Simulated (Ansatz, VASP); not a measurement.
One calculation of BP, two programs

```
CELL_PARAMETERS angstrom
0.00000 2.45052 2.26900
2.45052 0.00000 2.26900
2.45052 2.45052 0.00000
ATOMIC_POSITIONS crystal
B 0.00000 0.00000 0.00000
P 0.75000 0.75000 0.75000
```

Change from the starting cell: strain +0.080 along x and y, +0.000 along z, atoms carried along.

Alike in both runs: task single point; functional r2SCAN; k mesh 10 × 10 × 10; occupations gaussian, width 0.05 eV; no spin polarisation.

|  | VASP | Ansatz |
| --- | --- | --- |
| version | VASP 6.6.1 | Ansatz 0.2.0 |
| potentials or method | VASP PAW PBE potentials, release 64 (B, P), cutoff 520 eV | scalar-relativistic, plane waves, PAW |
| valence electrons in the cell | 8 | 8 |

Ansatz gave:

| Item | Value |
| --- | --- |
| gap on the k mesh at the Fermi level (eV) | 0.52 |
| least direct gap on the mesh (eV) | 2.67 |
| pressure (GPa) | -19.5 |
| traceless stress, the component that is largest in VASP (GPa) | 11.42 |

Task: What did VASP give for the same quantities?

Result: gap on the k mesh at the Fermi level (eV): 0.54; least direct gap on the mesh (eV): 2.71; pressure (GPa): -19.8; traceless stress, the component that is largest in VASP (GPa): 11.47.

VASP's potentials were made for PBE, not for r2SCAN. The functional is the same, so the differences come from potentials, cutoffs and numerics.
